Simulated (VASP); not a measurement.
Runs of VASP 6.6.1 on PbSe (Clausthalite). The structure is that of space group Fm-3m (No. 225), or close to it. The cells are those of the table. 

```csv
cell,gap on the mesh (eV),pressure (GPa)
"a = 4.413 Å, angles 60.0°, 2 atoms",0.47,-0.6
"a = 4.299 Å, angles 60.0°, 2 atoms",0.22,3.6
"a = 4.270 Å, angles 60.0°, 2 atoms",0.15,4.9
"a = 4.240 Å, angles 60.0°, 2 atoms",(a),6.4
"a = 4.357 Å, angles 60.0°, 2 atoms",0.36,1.3
"a = 4.328 Å, angles 60.0°, 2 atoms",(b),2.4
"a = 4.385 Å, angles 60.0°, 2 atoms",0.42,0.3
```

Alike in all rows: task single point; level PBE; potentials or basis VASP PAW PBE potentials, release 64 (Pb_d, Se); no spin polarisation; k mesh 6 × 6 × 6; cutoff (eV) 520; smearing methfessel-paxton 0.02 eV.

**Question.** Estimate the missing entries.

**Answer.** (a) 0.07; (b) 0.29.

Caveats: spin-orbit coupling is left out, which moves the levels of the heavy elements.

A k mesh can miss the band edges, and the runs leave out spin-orbit coupling on Pb, Se.
